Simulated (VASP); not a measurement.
Set up this calculation in VASP 6.6.1, as the native input.

* Task: single point
* Functional: PBE
* Potentials or basis: VASP PAW PBE potentials, release 64 (Sb, P)
* Cutoff: 520 eV
* k mesh: 10 × 10 × 10
* Occupations: gaussian, width 0.1 eV
* Spin: no spin polarisation
* Dipole correction: no
* Further INCAR settings: ALGO = Normal; EDIFF = 1e-07; NBANDS = 18

The structure of Sb3P lies in POSCAR:

```
Sb3P
1.0
    4.6080210215      0.0000000000      0.0000000000
    0.0000000000      4.6080210215      0.0000000000
    0.0000000000      0.0000000000      4.6080210215
Sb P
3 1
Direct
    0.0000000000      0.5000000000      0.5000000000
    0.5000000000      0.0000000000      0.5000000000
    0.5000000000      0.5000000000      0.0000000000
    0.0000000000      0.0000000000      0.0000000000
```

These files were run (other wordings do the same):

INCAR

```
PREC = Accurate ; ENCUT = 520
EDIFF = 1E-7 ; ISMEAR = 0
SIGMA = 0.1 ; LREAL = False
LASPH = True ; NELM = 100
ALGO = Normal ; ISIF = 2
LWAVE = False ; LCHARG = False
GGA = PE ; NBANDS = 18
```

KPOINTS

```
Automatic mesh
0
Gamma
  10 10 10
```

Potentials or basis: VASP PAW PBE potentials, release 64 (Sb, P).

Run with:

```sh
$ cat potpaw_PBE.64/Sb/POTCAR potpaw_PBE.64/P/POTCAR > POTCAR
$ mpirun -np 1 vasp_std > vasp.out
```

Results of the run:

```
Pressure               : -0.2 GPa
Band gap on the k mesh : zero (bands 10 and 11 overlap by 3.72 eV)
```

Caveat: spin-orbit coupling is left out, which moves the levels of the heavy elements.

Wall time 49 s on 1 thread of Intel(R) Xeon(R) 6975P-C (Granite Rapids) (shared host), peak memory 0.24 GiB.
